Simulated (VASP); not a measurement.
# Zn6HS6 (a cell with a defect) in VASP: notebook

The runs below take Zn6HS6 (a cell with a defect) through single point, with PBE.

Program: VASP 6.6.1. These are calculated values, not measurements. Logs are shortened: lines on timing, memory, paths and dates and some standing lists are left out, and cuts for length are marked.

## (1) The cell of the first run

The cell holds a defect, 13 atoms: a = 6.305 Å, b = 6.658 Å, c = 6.658 Å, α = 120.00°, β = 90.00°, γ = 90.00°.

## (2) Single point, PBE (with an interstitial atom, then relaxed in part)

Input file INCAR:

```
SYSTEM = Zn6HS6
ALGO = Normal
EDIFF = 1E-6
ENCUT = 520
GGA = PE
ISIF = 2
ISMEAR = 0
LASPH = .TRUE.
LCHARG = .FALSE.
LREAL = .FALSE.
LWAVE = .FALSE.
NBANDS = 66
NELECT = 110.0
NELM = 100
PREC = Accurate
SIGMA = 0.02
```

Input file KPOINTS:

```
k-points
0
G
  2 2 2
  0 0 0
```

Input file POSCAR:

```
Zn6HS6
1.0
    0.0000000000      0.0000000000      6.3046430411
   -5.7661004008     -3.3290596185      0.0000000000
    5.7661004007     -3.3290596186      0.0000000000
Zn S H
6 6 1
Direct
   -0.0068545837      0.3341085769      0.9998709333
   -0.0068487029      0.9995206275      0.3344482479
   -0.0068442141      0.6649463870      0.6652910628
    0.4921212763      0.2751177557      0.2754713293
    0.4921133871      0.9995172461      0.7242491379
    0.4921050111      0.7238798707     -0.0001360970
    0.3582526187      0.3696126105      0.9998720005
    0.3582582270      0.9995066910      0.3699528293
    0.3582625589      0.6294286461      0.6297746741
    0.8647734765      0.3326335683      0.3329801258
    0.8647692678      0.9995253535      0.6667619386
    0.8647633058      0.6664172565     -0.0001317739
    0.5693914069     -0.0004701016     -0.0001284932
```

Potentials or basis: VASP PAW PBE potentials, release 64 (Zn, S, H).

On the command line:

```
$ cat potpaw_PBE.64/Zn/POTCAR potpaw_PBE.64/S/POTCAR potpaw_PBE.64/H/POTCAR > POTCAR
$ mpirun -np 1 vasp_std > vasp.out
```

OUTCAR:

```text
SYSTEM = Zn6HS6
   EDIFF = 1E-6
   ENCUT = 520
   GGA = PE
   ISIF = 2
   ISMEAR = 0
   LASPH = .TRUE.
   LREAL = .FALSE.
   NELECT = 110.0
   NELM = 100
   PREC = Accurate

 ion  position               nearest neighbor table
   1  0.993  0.334  1.000-   7 2.31  12 2.36  10 2.37  11 2.37
   2  0.993  1.000  0.334-   8 2.31  11 2.36  12 2.37  10 2.37
   3  0.993  0.665  0.665-   9 2.31  10 2.36  11 2.37  12 2.37
   4  0.492  0.275  0.275-  13 1.90   7 2.37   8 2.37  10 2.38   9 2.51
   5  0.492  1.000  0.724-  13 1.90   9 2.37   7 2.37  11 2.38   8 2.51
   6  0.492  0.724  1.000-  13 1.90   8 2.37   9 2.37  12 2.38   7 2.51
   7  0.358  0.370  1.000-   1 2.31   4 2.37   5 2.37   6 2.51
   8  0.358  1.000  0.370-   2 2.31   6 2.37   4 2.37   5 2.51
   9  0.358  0.629  0.630-   3 2.31   5 2.37   6 2.37   4 2.51
  10  0.865  0.333  0.333-   3 2.36   1 2.37   2 2.37   4 2.38
  11  0.865  1.000  0.667-   2 2.36   1 2.37   3 2.37   5 2.38
  12  0.865  0.666  1.000-   1 2.36   2 2.37   3 2.37   6 2.38
  13  0.569  1.000  1.000-   4 1.90   5 1.90   6 1.90

  LATTYP: Found a hexagonal cell.
 ALAT       =     6.6581192371
 C/A-ratio  =     0.9469105038

  Lattice vectors:

 A1 = (  -5.7661004008,  -3.3290596185,   0.0000000000)
 A2 = (   5.7661004007,  -3.3290596186,   0.0000000000)
 A3 = (   0.0000000000,   0.0000000000,   6.3046430411)

Analysis of symmetry for initial positions (statically):
=====================================================================
 Subroutine PRICEL returns:
 Original cell was already a primitive cell.

 Routine SETGRP: Setting up the symmetry group for a
 hexagonal supercell.

 Subroutine GETGRP returns: Found  1 space group operations
 (whereof  1 operations were pure point group operations)
 out of a pool of 24 trial point group operations.

The static configuration has the point symmetry C_1 .

Analysis of symmetry for dynamics (positions and initial velocities):
=====================================================================
 Subroutine PRICEL returns:
 Original cell was already a primitive cell.

 Routine SETGRP: Setting up the symmetry group for a
 hexagonal supercell.

 Subroutine GETGRP returns: Found  1 space group operations
 (whereof  1 operations were pure point group operations)
 out of a pool of 24 trial point group operations.

[... 115 lines left out ...]
   PSTRESS=    0.0 pullay stress
   NELECT =     110.0000    total number of electrons
   NUPDOWN=      -1.0000    fix difference up-down
   EMIN   =  10.00;   EMAX   =-10.00  energy-range for DOS
   EFERMI =   0.00;   METHOD = LEGACY
   ISMEAR =     0;   SIGMA  =   0.02  broadening in eV -4-tet -1-fermi 0-gaus
   EFERMI_NEDOS =   21; number of points for ismear=-14 and -15
   IALGO  =     38    algorithm
   IMIX   =      4    mixing-type and parameters
     AMIX     =   0.40;   BMIX     =  1.00
     AMIX_MAG =   1.60;   BMIX_MAG =  1.00
  volume/ion in A,a.u.               =      18.62       125.65
  Fermi-wavevector in a.u.,A,eV,Ry     =   1.258658  2.378518 21.554611  1.584219
  Thomas-Fermi vector in A             =   2.392256
   LORBIT       =      0    0 simple, 1 ext, 2 COOP (PROOUT), +10 PAW based schemes
   GGA     = PE    functional components
   LHFCALC =     F    Hartree Fock is set to
   AEXX    =    0.0000 exact exchange contribution
   IVDW    =     0    specifies the selected vdW correction
   LEPSILON=     F    determine dielectric tensor
   LRPA    =     F    only Hartree local field effects (RPA)
 non-spin polarized calculation
 Gauss-broadening in eV      SIGMA  =   0.02
  energy-cutoff  :      520.00
  volume of cell :      242.04
 maximum number of plane-waves:      6588
 NGX is ok and might be reduce to    48
   NGX = 23   NGY = 25   NGZ = 25

 number of electron     110.0000012 magnetization

 Free energy of the ion-electron system (eV)
  ---------------------------------------------------
  ext. energy  EPLUGINS =         0.00000000
  ---------------------------------------------------
  free energy    TOTEN  =       -39.42413754 eV

  energy without entropy =      -39.42413754  energy(sigma->0) =      -39.42413754

 E-fermi :   3.2660     XC(G=0):  -9.7030

 val. band max:        3.1651561760   @ k =   0.5000   0.0000   0.0000
 cond. band min:       4.5068574311   @ k =   0.0000   0.0000   0.0000
 fundamental gap:      1.3417012551
 Fermi energy:         3.2660172578

 k-point     1 :       0.0000    0.0000    0.0000
  band No.  band energies     occupation
      1     -11.0625      2.00000
      2     -10.0602      2.00000
      3     -10.0516      2.00000
      4     -10.0516      2.00000
      5      -9.6473      2.00000
      6      -9.6473      2.00000
[... 541 lines left out ...]
     65       7.6362      0.00000
     66       7.9461      0.00000

------------------------ aborting loop because EDIFF is reached ----------------------------------------

  FORCE on cell =-STRESS in cart. coord.  units (eV):
  Direction    XX          YY          ZZ          XY          YZ          ZX
  --------------------------------------------------------------------------------------
  -------------------------------------------------------------------------------------
  Total        9.2819028      9.2808035     10.7700652      0.0003408     -0.0002848     -0.0002103
  in kB       61.4402999     61.4330230     71.2909896      0.0022556     -0.0018855     -0.0013923
  external PRESSURE =      64.7214375 kB  Pullay stress =       0.0000000 kB

 VOLUME and BASIS-vectors are now :
 -----------------------------------------------------------------------------
  energy-cutoff  :      520.00
  volume of cell :      242.04
      direct lattice vectors                 reciprocal lattice vectors
     0.000000000  0.000000000  6.304643041     0.000000000  0.000000000  0.158613262
    -5.766100401 -3.329059619  0.000000000    -0.086713717 -0.150192564  0.000000000
     5.766100401 -3.329059619  0.000000000     0.086713717 -0.150192564  0.000000000

 POSITION                                       TOTAL-FORCE (eV/Angst)
 -----------------------------------------------------------------------------------
      3.83885     -4.44090      6.26143         0.003532      0.002020      0.001450
     -3.83487     -4.44086      6.26146        -0.003531      0.001883      0.001361
      0.00199     -4.42844      6.26149        -0.000042     -0.003977      0.001355
      0.00204     -1.83294      3.10265         0.000034      0.001546     -0.005314
     -1.58722     -5.73852      3.10260         0.001364     -0.000976     -0.005298
      1.59135     -5.73845      3.10255        -0.001586     -0.000816     -0.005264
      3.63414     -4.55910      2.25865        -0.012377     -0.006880      0.003004
     -3.63007     -4.55901      2.25869         0.012201     -0.007409      0.003052
      0.00200     -4.19196      2.25872         0.000198      0.014317      0.003006
      0.00200     -2.21587      5.45209         0.000004     -0.003291     -0.002687
     -1.91875     -5.54717      5.45206        -0.002814      0.001684     -0.002644
      1.92271     -5.54716      5.45202         0.002894      0.001759     -0.002540
      0.00197     -6.65613      3.58981         0.000124      0.000141      0.010517
 -----------------------------------------------------------------------------------
    total drift:                               -0.000227     -0.000237     -0.001713

  FREE ENERGIE OF THE ION-ELECTRON SYSTEM (eV)
  ---------------------------------------------------
  free  energy   TOTEN  =       -39.4241375381 eV

  energy  without entropy=      -39.4241375381  energy(sigma->0) =      -39.42413754
```

OSZICAR:

```text
N       E                     dE             d eps       ncg     rms          rms(c)
DAV:   1     0.989711654003E+03    0.98971E+03   -0.49385E+04  1056   0.200E+03
DAV:   2     0.115722692823E+03   -0.87399E+03   -0.84142E+03  1056   0.485E+02
DAV:   3    -0.337008884563E+02   -0.14942E+03   -0.14517E+03  1180   0.175E+02
DAV:   4    -0.425375136451E+02   -0.88366E+01   -0.87788E+01  1216   0.426E+01
DAV:   5    -0.427282658208E+02   -0.19075E+00   -0.19049E+00  1248   0.631E+00    0.179E+01
DAV:   6    -0.394033189229E+02    0.33249E+01   -0.60748E+00  1576   0.436E+01    0.137E+01
DAV:   7    -0.395030476360E+02   -0.99729E-01   -0.81392E+00  1326   0.988E+00    0.592E+00
DAV:   8    -0.394176477483E+02    0.85400E-01   -0.93593E-01  1360   0.121E+01    0.211E+00
DAV:   9    -0.394230349099E+02   -0.53872E-02   -0.15615E-01  1320   0.572E+00    0.466E-01
DAV:  10    -0.394230050951E+02    0.29815E-04   -0.17683E-02  1480   0.176E+00    0.254E-01
DAV:  11    -0.394237622204E+02   -0.75713E-03   -0.56900E-03  1328   0.474E-01    0.145E-01
DAV:  12    -0.394240606622E+02   -0.29844E-03   -0.10442E-03  1248   0.382E-01    0.850E-02
DAV:  13    -0.394241154411E+02   -0.54779E-04   -0.25078E-04  1240   0.331E-01    0.213E-02
DAV:  14    -0.394241329384E+02   -0.17497E-04   -0.84380E-05  1224   0.104E-01    0.101E-02
DAV:  15    -0.394241358987E+02   -0.29603E-05   -0.14628E-05  1224   0.421E-02    0.539E-03
DAV:  16    -0.394241372430E+02   -0.13443E-05   -0.41236E-06  1104   0.181E-02    0.257E-03
DAV:  17    -0.394241375381E+02   -0.29515E-06   -0.10742E-06   776   0.109E-02
   1 F= -.39424138E+02 E0= -.39424138E+02  d E =-.127121E-13
```

Wall time 2.4 min (1 thread of Intel Xeon Platinum 8488C (Sapphire Rapids), shared host); peak memory 0.38 GiB.

Results:

* Free energy: -39.4241 eV
* Largest force: 0.015 eV/Å

Forces in eV/Å, atoms in the order of the input:
```
Zn   0.004  0.002  0.001
Zn  -0.004  0.002  0.001
Zn   0.000 -0.004  0.001
Zn   0.000  0.002 -0.005
Zn   0.001 -0.001 -0.005
Zn  -0.002 -0.001 -0.005
S   -0.012 -0.007  0.003
S    0.012 -0.007  0.003
S    0.000  0.014  0.003
S    0.000 -0.003 -0.003
S   -0.003  0.002 -0.003
S    0.003  0.002 -0.003
H    0.000  0.000  0.011
```

Caveat: the k points lie up to 0.54 Å⁻¹ apart; the cell carries a net charge on a neutralising background, which shifts energy and pressure; the cell differs from its parent crystal (with an interstitial atom, then relaxed in part); the cell is charged against a uniform background, so pressure and absolute levels hang on convention.

## (3) Single point, PBE

Input file INCAR:

```
SYSTEM = Zn6HS6
ALGO     = Normal         ! electronic algorithm
EDIFF    = 1E-6           ! SCF threshold, eV
ENCUT    = 520            ! plane-wave cutoff, eV
GGA      = PE             ! functional
ISIF     = 2              ! what is computed and relaxed
ISMEAR   = 0              ! smearing method
LASPH    = .True.         ! aspherical terms in the spheres
LCHARG   = .False.        ! write CHGCAR
LREAL    = .False.        ! projectors in reciprocal space
LWAVE    = .False.        ! write WAVECAR
NBANDS   = 66             ! bands
NELECT   = 110.0        
NELM     = 80             ! most SCF steps
PREC     = Accurate       ! precision mode
SIGMA    = 0.02           ! smearing width, eV
```

Input file KPOINTS:

```
k-points
0
Gamma
  2 2 2
  0 0 0
```

Input file POSCAR:

```
Zn6HS6
1.0
    0.0000000000      0.0000000000      6.3046430411
   -5.7661004008     -3.3290596185      0.0000000000
    5.7661004007     -3.3290596186      0.0000000000
Zn S H
6 6 1
Direct
   -0.0069164472      0.3341353065      0.9998726742
   -0.0069158372      0.9995111322      0.3344788637
   -0.0069132778      0.6649072698      0.6652538085
    0.4921107957      0.2751496259      0.2755072970
    0.4921027572      0.9995153078      0.7242174258
    0.4920944402      0.7238593744     -0.0001394266
    0.3582048476      0.3696698241      0.9998786471
    0.3582068751      0.9994988416      0.3700116213
    0.3582097261      0.6293664786      0.6297047287
    0.8647915375      0.3326053661      0.3329584925
    0.8647865446      0.9995217318      0.6667825466
    0.8647780988      0.6664304138     -0.0001351057
    0.5697229747     -0.0004261845     -0.0001156577
```

Potentials or basis: VASP PAW PBE potentials, release 64 (Zn, S, H).

On the command line:

```
$ cat potpaw_PBE.64/Zn/POTCAR potpaw_PBE.64/S/POTCAR potpaw_PBE.64/H/POTCAR > POTCAR
$ mpirun -np 1 vasp_std > vasp.out
```

Wall time 2.6 min (1 thread of Intel Xeon Platinum 8488C (Sapphire Rapids), shared host); peak memory 0.38 GiB.

The run converged. Its results:

- Free energy: -39.4242 eV
- Largest force: 0.010 eV/Å

Forces on the atoms (eV/Å):
```
Zn   0.004  0.002  0.003
Zn  -0.004  0.002  0.003
Zn   0.000 -0.004  0.003
Zn   0.000  0.004 -0.006
Zn   0.004 -0.002 -0.005
Zn  -0.004 -0.002 -0.005
S   -0.008 -0.004  0.005
S    0.007 -0.004  0.005
S    0.001  0.008  0.006
S    0.000 -0.004 -0.004
S   -0.004  0.002 -0.004
S    0.004  0.002 -0.004
H    0.001  0.001  0.005
```

Levels at points of the mesh, in eV from the Fermi level:
```tsv
k point	band 53	band 54	band 55	band 56	band 57	band 58
(0.00, 0.00, 0.00)	-1.23	-1.23	-0.87	1.24	1.81	3.00
(0.50, 0.00, 0.00)	-1.48	-1.48	-0.10	1.94	2.66	2.86
(0.00, 0.50, 0.00)	-2.00	-1.84	-0.83	2.47	2.53	2.70
(0.00, 0.00, 0.50)	-2.00	-1.84	-0.83	2.47	2.53	2.70
(0.00, 0.50, 0.50)	-2.00	-1.84	-0.83	2.47	2.53	2.70
(0.50, 0.50, 0.00)	-2.53	-2.06	-0.94	2.01	2.70	2.95
(0.50, 0.00, 0.50)	-2.53	-2.06	-0.94	2.01	2.70	2.95
(0.50, 0.50, 0.50)	-2.53	-2.06	-0.94	2.01	2.70	2.96
```

Caveat: the k points lie up to 0.54 Å⁻¹ apart; the cell carries a net charge on a neutralising background, which shifts energy and pressure; the cell is charged against a uniform background, so pressure and absolute levels hang on convention.

## (4) Single point, PBE

Input file INCAR:

```
SYSTEM = Zn6HS6
  ALGO = Normal
  EDIFF = 1E-6
  ENCUT = 520
  GGA = PE
  ISIF = 2
  ISMEAR = 0
  LASPH = .True.
  LCHARG = .False.
  LREAL = .False.
  LWAVE = .False.
  NBANDS = 66
  NELECT = 110.0
  NELM = 60
  PREC = Accurate
  SIGMA = 0.02
```

KPOINTS is that of step 3.

Input file POSCAR:

```
Zn6HS6
1.0
    0.0000000000      0.0000000000      6.3046430411
   -5.7661004008     -3.3290596185      0.0000000000
    5.7661004007     -3.3290596186      0.0000000000
Zn S H
6 6 1
Direct
    0.0022061519      0.3345896206      1.0000013778
    0.0022120206      1.0000017575      0.3345787275
    0.0022166203      0.6654273485      0.6654214520
    0.5011820621      0.2755988771      0.2756018253
    0.5011741314      0.9999983166      0.7243796333
    0.5011657249      0.7243609929     -0.0000056865
    0.3673134204      0.3700937434      1.0000024768
    0.3673189719      0.9999877795      0.3700832083
    0.3673232544      0.6299098047      0.6299051222
    0.8738342463      0.3331146195      0.3331104573
    0.8738299637      1.0000063474      0.6668923074
    0.8738240950      0.6668983148     -0.0000012764
    0.5784520989      0.0000109674      0.0000019492
```

On the command line:

```
$ cat potpaw_PBE.64/Zn/POTCAR potpaw_PBE.64/S/POTCAR potpaw_PBE.64/H/POTCAR > POTCAR
$ mpirun -np 1 vasp_std > vasp.out
```

It took 2.3 min on 1 thread of Intel Xeon Platinum 8488C (Sapphire Rapids), shared host; peak memory 0.38 GiB.

The run converged. Its results:

- Free energy: -39.4241 eV
- Largest force: 0.015 eV/Å

Forces on the atoms (eV/Å):
```
Zn   0.003  0.002  0.001
Zn  -0.003  0.002  0.001
Zn   0.000 -0.004  0.001
Zn   0.000  0.002 -0.005
Zn   0.001 -0.001 -0.005
Zn  -0.002 -0.001 -0.005
S   -0.012 -0.007  0.003
S    0.012 -0.007  0.003
S    0.000  0.014  0.003
S    0.000 -0.003 -0.003
S   -0.003  0.002 -0.003
S    0.003  0.002 -0.003
H    0.000  0.000  0.011
```

Levels at points of the mesh, in eV from the Fermi level:
| k point | band 52 | band 53 | band 54 | band 55 | band 56 | band 57 | band 58 | band 59 |
| --- | --- | --- | --- | --- | --- | --- | --- | --- |
| (0.00, 0.00, 0.00) | -1.45 | -1.23 | -1.23 | -0.87 | 1.24 | 1.81 | 3.00 | 4.05 |
| (0.50, 0.00, 0.00) | -1.90 | -1.49 | -1.49 | -0.10 | 1.94 | 2.66 | 2.86 | 2.86 |
| (0.00, 0.50, 0.00) | -2.01 | -2.00 | -1.84 | -0.83 | 2.47 | 2.53 | 2.70 | 3.16 |
| (0.00, 0.00, 0.50) | -2.01 | -2.00 | -1.84 | -0.83 | 2.47 | 2.53 | 2.70 | 3.16 |
| (0.00, 0.50, 0.50) | -2.01 | -2.00 | -1.84 | -0.83 | 2.47 | 2.53 | 2.70 | 3.16 |
| (0.50, 0.50, 0.00) | -2.60 | -2.53 | -2.06 | -0.94 | 2.01 | 2.70 | 2.96 | 3.28 |
| (0.50, 0.00, 0.50) | -2.60 | -2.53 | -2.06 | -0.94 | 2.01 | 2.70 | 2.96 | 3.28 |
| (0.50, 0.50, 0.50) | -2.60 | -2.53 | -2.06 | -0.94 | 2.01 | 2.70 | 2.96 | 3.28 |

Caveat: the k points lie up to 0.54 Å⁻¹ apart; the cell carries a net charge on a neutralising background, which shifts energy and pressure; the cell is charged against a uniform background, so pressure and absolute levels hang on convention.

## (5) Single point, PBE

Input file INCAR:

```
ALGO = Normal
EDIFF = 1E-6
ENCUT = 520
GGA = PE
ISIF = 2
ISMEAR = 0
LASPH = True
LCHARG = True
LELF = True
LREAL = False
LVHAR = True
LWAVE = False
NBANDS = 66
NELECT = 110.0
NELM = 60
PREC = Accurate
SIGMA = 0.02
```

Input file KPOINTS:

```
k-points
0
Gamma
  2 2 2
```

Input file POSCAR:

```
Zn6HS6
1.0
    0.0000000000      0.0000000000      6.3046430411
   -5.7661004008     -3.3290596185      0.0000000000
    5.7661004007     -3.3290596186      0.0000000000
Zn S H
6 6 1
Direct
    0.0085551235      0.3384919827      0.9999971135
    0.0085560752      1.0000001950      0.3384883005
    0.0085552821      0.6615088755      0.6615055804
    0.4955761936      0.2795586422      0.2795569079
    0.4955763522      0.9999998783      0.7204409237
    0.4955754005      0.7204415254     -0.0000008380
    0.3727797093      0.3816356457      0.9999989679
    0.3727800265      1.0000010893      0.3816341251
    0.3727798679      0.6183661822      0.6183644480
    0.8737252790      0.3269588209      0.3269558726
    0.8737251204      1.0000003280      0.6730387996
    0.8737251204      0.6730419794     -0.0000026660
    0.4768098654     -0.0000018023     -0.0000018023
```

On the command line:

```
$ cat potpaw_PBE.64/Zn/POTCAR potpaw_PBE.64/S/POTCAR potpaw_PBE.64/H/POTCAR > POTCAR
$ mpirun -np 1 vasp_std > vasp.out
```

Run time: 98 s. Hardware: 1 thread of Intel Xeon Platinum 8488C (Sapphire Rapids), shared host; peak memory 0.35 GiB.

Results (log left out):

```yaml
Free_energy: -39.2338 eV
Largest_force: 0.477 eV/Å
```

Forces on the atoms (eV/Å):
```
Zn  -0.028 -0.016 -0.065
Zn   0.028 -0.016 -0.065
Zn   0.000  0.032 -0.065
Zn   0.000  0.010 -0.008
Zn   0.008 -0.005 -0.008
Zn  -0.008 -0.005 -0.008
S    0.003  0.002 -0.051
S   -0.003  0.002 -0.051
S    0.000 -0.003 -0.051
S    0.000  0.003 -0.035
S    0.003 -0.002 -0.035
S   -0.003 -0.002 -0.035
H    0.000  0.000  0.477
```

Levels at points of the mesh, in eV from the Fermi level:
```tsv
k point	band 52	band 53	band 54	band 55	band 56	band 57	band 58	band 59
(0.00, 0.00, 0.00)	-1.34	-1.07	-1.07	-0.53	1.21	2.39	3.05	4.03
(0.50, 0.00, 0.00)	-1.78	-1.28	-1.28	-0.11	2.08	3.02	3.02	3.19
(0.00, 0.50, 0.00)	-1.95	-1.90	-1.68	-0.73	2.43	2.59	2.89	3.15
(0.50, 0.50, 0.00)	-2.53	-2.44	-1.80	-0.77	2.10	2.71	2.83	3.23
```

Caveat: the k points lie up to 0.54 Å⁻¹ apart; the cell carries a net charge on a neutralising background, which shifts energy and pressure; the cell is charged against a uniform background, so pressure and absolute levels hang on convention.
